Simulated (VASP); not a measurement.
Input of a VASP 6.6.1 run:

Contents of INCAR:

```
ALGO = Normal
EDIFF = 1E-6
ENCUT = 520
GGA = PE
ISIF = 2
ISMEAR = 0
LASPH = True
LCHARG = False
LREAL = False
LWAVE = False
NBANDS = 16
NELM = 80
PREC = Accurate
SIGMA = 0.05
```

File KPOINTS:

```
k-points
0
Gamma
  8 8 8
```

File POSCAR:

```
AgCl
1.0
    0.0000000000      2.9950020000      2.7731500000
    2.9950020000      0.0000000000      2.7731500000
    2.9950020000      2.9950020000      0.0000000000
Ag Cl
1 1
Direct
    0.5000000000      0.5000000000      0.5000000000
    0.0000000000      0.0000000000      0.0000000000
```

Potentials or basis: VASP PAW PBE potentials, release 64 (Ag, Cl).

Launch:

```sh
$ cat potpaw_PBE.64/Ag/POTCAR potpaw_PBE.64/Cl/POTCAR > POTCAR
$ mpirun -np 1 vasp_std > vasp.out
```

(1) Predict the pressure.

(2) Estimate the band gap on the k mesh.

Answers

(1) -3.4 GPa.

(2) 0.85 eV (least direct gap 2.68 eV).

Caveat: the cell differs from its parent crystal (strain +0.080 along x and y, +0.000 along z); the cell stands under tension.
